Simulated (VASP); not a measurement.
Set up this calculation in VASP 6.6.1, as the native input.

```
Task                   : single point
Functional             : PBE
Potentials or basis    : VASP PAW PBE potentials, release 64 (Al, Ni, Pd)
Cutoff                 : 520 eV
k mesh                 : 10 × 10 × 4
Occupations            : gaussian, width 0.1 eV
Spin                   : no spin polarisation
Dipole correction      : no
Further INCAR settings : ALGO = Fast; EDIFF = 1e-06; NBANDS = 51
```

The structure of Al6NiPd5 lies in POSCAR:

```
Al6NiPd5
1.0
    4.2973147030      0.0000000000      0.0000000000
    0.0000000000      4.2973147030      0.0000000000
    0.0000000000      0.0000000000      9.2150195591
Al Ni Pd
6 1 5
Direct
    0.0000000000      0.5000000000      0.6592264078
    0.0000000000      0.5000000000      0.0000000000
    0.0000000000      0.5000000000      0.3407735922
    0.5000000000      0.0000000000      0.6592264078
    0.5000000000      0.0000000000      0.0000000000
    0.5000000000      0.0000000000      0.3407735922
    0.0000000000      0.0000000000      0.5000000000
    0.0000000000      0.0000000000      0.8276779425
    0.0000000000      0.0000000000      0.1723220575
    0.5000000000      0.5000000000      0.8323599580
    0.5000000000      0.5000000000      0.1676400420
    0.5000000000      0.5000000000      0.5000000000
```

These files were run (other wordings do the same):

INCAR

```
PREC     = Accurate       # precision mode
ENCUT    = 520            # plane-wave cutoff, eV
EDIFF    = 1E-6           # SCF threshold, eV
ISMEAR   = 0              # smearing method
SIGMA    = 0.1            # smearing width, eV
LREAL    = F              # projectors in reciprocal space
LASPH    = T              # aspherical terms in the spheres
NELM     = 80             # most SCF steps
ALGO     = Fast           # electronic algorithm
ISIF     = 2              # what is computed and relaxed
LWAVE    = F              # write WAVECAR
LCHARG   = F              # write CHGCAR
GGA      = PE             # functional
NBANDS   = 51             # bands
```

KPOINTS

```
regular mesh
0
Gamma
  10 10 4
```

Potentials or basis: VASP PAW PBE potentials, release 64 (Al, Ni, Pd).

Run with:

```sh
$ cat potpaw_PBE.64/Al/POTCAR potpaw_PBE.64/Ni/POTCAR potpaw_PBE.64/Pd/POTCAR > POTCAR
$ mpirun -np 1 vasp_std > vasp.out
```

Results of the run:

```
Pressure               : 0.0 GPa
Largest force          : 0.004 eV/Å
Band gap on the k mesh : zero (bands 39 and 40 overlap by 2.59 eV)
```

It took 5.7 min on 1 thread of Intel(R) Xeon(R) 6975P-C (Granite Rapids) (shared host), peak memory 0.56 GiB.
